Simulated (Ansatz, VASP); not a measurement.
AlRu in VASP and in Ansatz

```
Al Ru
1.0
     2.99160   -0.02992   -0.02992
    -0.02992    2.99160   -0.02992
    -0.02992   -0.02992    2.99160
Al Ru
1 1
Cartesian
  0.0000 0.0000 0.0000
  1.4659 1.4659 1.4659
```

Change from the starting cell: equal xy, yz and zx shear strains of -2 %.

Alike in both runs: task single point; functional PBEsol; k mesh 12 × 12 × 12; occupations fermi-dirac, width 0.05 eV; no spin polarisation.

|  | VASP | Ansatz |
| --- | --- | --- |
| version | VASP 6.6.1 | Ansatz 0.2.0 |
| potentials or method | VASP PAW PBE potentials, release 64 (Al, Ru_pv), cutoff 520 eV | all-electron LAPW, scalar-relativistic |

```tsv
	VASP	Ansatz	Ansatz less VASP
pressure (GPa)	-3.1	-3.2	-0.10
traceless stress, the component that is largest in VASP (GPa)	2.79	2.78	-0.005
```

VASP's potentials were made for PBE, not for PBEsol. Ansatz ran all-electron here, and VASP with PAW potentials.
